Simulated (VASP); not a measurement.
Wanted: the native input for a VASP 6.6.1 run.

```yaml
Task: single point
Functional: r2SCAN
Potentials_or_basis: VASP PAW PBE potentials, release 64 (Ge_d, Zn, P)
Cutoff: 550 eV
k_mesh: 5 × 5 × 5
Occupations: fermi-dirac, width 0.0888 eV
Spin: no spin polarisation
Dipole_correction: no
Further_INCAR_settings: ALGO = Normal; EDIFF = 1e-06; NBANDS = 46
```

The system is ZnGeP2.

```xyz
8
Lattice="0.0000 5.5357 0.0000 5.5357 0.0000 0.0000 2.7678 2.7678 -5.4546" Properties=species:S:1:pos:R:3 pbc="T T T"
Ge    2.7678    2.7678    0.0000
Ge    5.5357    2.7678   -2.7273
Zn    0.0000    0.0000    0.0000
Zn    2.7678    5.5357   -2.7273
P     4.2292    4.1517   -4.0909
P     1.3839    4.0742   -1.3636
P     6.8421    6.9196   -4.0909
P     4.1517    1.4614   -1.3636
```

These files were run (other wordings do the same):

POSCAR

```
ZnGeP2
1.0
    0.0000000000      5.5356620000      0.0000000000
    5.5356620000      0.0000000000      0.0000000000
    2.7678310000      2.7678310000     -5.4545540000
Ge Zn P
2 2 4
Direct
    0.5000000000      0.5000000000      0.0000000000
    0.2500000000      0.7500000000      0.5000000000
    0.0000000000      0.0000000000      0.0000000000
    0.7500000000      0.2500000000      0.5000000000
    0.3750000000      0.3890000000      0.7500000000
    0.6110000000      0.1250000000      0.2500000000
    0.8750000000      0.8610000000      0.7500000000
    0.1390000000      0.6250000000      0.2500000000
```

INCAR.step1

```
PREC = Accurate
ENCUT = 550
ISMEAR = -1
SIGMA = 0.0888
LREAL = F
LASPH = T
NELM = 120
NBANDS = 46
GGA = PE
ALGO = Normal
EDIFF = 1E-5
LWAVE = T
LCHARG = F
GGA_COMPAT = F
```

INCAR.step2

```
PREC = Accurate
ENCUT = 550
EDIFF = 1E-6
ISMEAR = -1
SIGMA = 0.0888
LREAL = F
LASPH = T
NELM = 120
ALGO = Normal
ISIF = 2
LWAVE = F
LCHARG = F
METAGGA = R2SCAN
LMIXTAU = T
NBANDS = 46
ISTART = 1
GGA_COMPAT = F
```

KPOINTS

```
regular mesh
0
Gamma
  5 5 5
```

Potentials or basis: VASP PAW PBE potentials, release 64 (Ge_d, Zn, P).

Launch:

```bash
$ cat potpaw_PBE.64/Ge_d/POTCAR potpaw_PBE.64/Zn/POTCAR potpaw_PBE.64/P/POTCAR > POTCAR
$ cp INCAR.step1 INCAR
$ mpirun -np 1 vasp_std > vasp.out
$ cp INCAR.step2 INCAR
$ mpirun -np 1 vasp_std > vasp.out
```

Results of the run:

- Pressure: -3.4 GPa
- Largest force: 0.489 eV/Å
- Band gap on the k mesh: 1.61 eV

Caveat: the cell stands under tension; the PAW data sets were made with another functional, which shifts forces and pressure a little.

It took 20 min on 1 thread of Oxide Virtual Turin-like Processor (shared host), peak memory 0.37 GiB.
